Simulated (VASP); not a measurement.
A run of VASP 6.6.1:

The input INCAR:

```
PREC     = Accurate       # precision mode
ENCUT    = 520            # plane-wave cutoff, eV
EDIFF    = 1E-7           # SCF threshold, eV
ISMEAR   = -1             # smearing method
SIGMA    = 0.36           # smearing width, eV
LREAL    = Auto         
LASPH    = T              # aspherical terms in the spheres
NELM     = 80             # most SCF steps
ALGO     = Normal         # electronic algorithm
ISIF     = 2              # what is computed and relaxed
LWAVE    = F              # write WAVECAR
LCHARG   = F              # write CHGCAR
GGA      = PE             # functional
IVDW     = 12             # dispersion correction
NBANDS   = 126            # bands
```

The input KPOINTS:

```
regular mesh
0
Gamma
  2 2 2
```

File POSCAR:

```
Ge
1.0
    0.0000000000      5.1895460000      5.1895460000
    5.1895460000      0.0000000000      5.1895460000
    5.1895460000      5.1895460000      0.0000000000
Ge
16
Direct
   -0.4381404462      0.0876666283     -0.0929850126
    0.1629622321      0.2313304478     -0.1167154121
   -0.4078295096      0.2291240891      0.1401374995
    0.2733957845     -0.0528562614      0.2653796691
    0.1167635859      1.0381736668     -0.3632976758
    0.1417754077      0.4374274744      0.2647534100
   -0.1186423629      0.4066444348      0.6239274110
    0.3503196619      0.7490828677     -0.0469019833
    0.8753270517     -0.1566900072     -0.3578444049
    0.2875685079      0.6400848937     -0.3797538359
    0.4224550664      0.1306569014      0.5631802859
    0.9753068958     -0.1067916153      0.1697258296
    0.7069982615      0.5671401699     -0.0256669851
    0.8878618669      0.7602206436      0.0074765692
    0.6283593979      0.3940036373      0.3725181355
    0.6049854843      0.7573494868      0.4430445361
```

Potentials or basis: VASP PAW PBE potentials, release 64 (Ge_d).

The run is started by

```bash
$ cat potpaw_PBE.64/Ge_d/POTCAR > POTCAR
$ mpirun -np 1 vasp_std > vasp.out
```

Hardware: 1 thread of Intel(R) Xeon(R) Platinum 8488C (Sapphire Rapids), with other jobs on the host.

Problem. Estimate the wall time of this run.

Solution. It took 15 min on 1 thread of Intel(R) Xeon(R) Platinum 8488C (Sapphire Rapids), with other jobs on the host, peak memory 0.52 GiB. Counts: scf iterations 20, k points 8.
